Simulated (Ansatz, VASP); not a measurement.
LaTe in VASP and in Ansatz

```
La Te
1.0
    -0.03211    3.19495    3.19495
     3.19495   -0.03211    3.19495
     3.19495    3.19495   -0.03211
La Te
1 1
Direct
  0.00000 0.00000 0.00000
  0.50000 0.50000 0.50000
```

Change from the starting cell: equal xy, yz and zx shear strains of -1 %, crystal datasets.

Alike in both runs: task electric field gradients; functional LDA; k mesh 10 × 10 × 10; occupations fermi-dirac, width 0.08 eV; no spin polarisation.

```csv
,VASP,Ansatz
version,VASP 6.6.1,Ansatz 0.2.0
potentials or method,"VASP PAW LDA potentials, release 64 (La, Te), cutoff 520 eV","all-electron PAW with datasets made for the crystal, scalar-relativistic"
```

Ansatz gave:

```
pressure (GPa)                                                : -2.1
traceless stress, the component that is largest in VASP (GPa) : 0.09
size of Vzz on the site where it differs most (V/Å²)          : 3.4
```

Task: What did VASP give for the same quantities?

Result: Pressure (GPa): -2.1; traceless stress, the component that is largest in VASP (GPa): 0.09; size of Vzz on the site where it differs most (V/Å²): 3.1.

LDA's correlation is that of Perdew and Zunger in VASP and of Perdew and Wang (1992) in Ansatz. Ansatz ran all-electron here, and VASP with PAW potentials.

Spin-orbit coupling is off throughout.
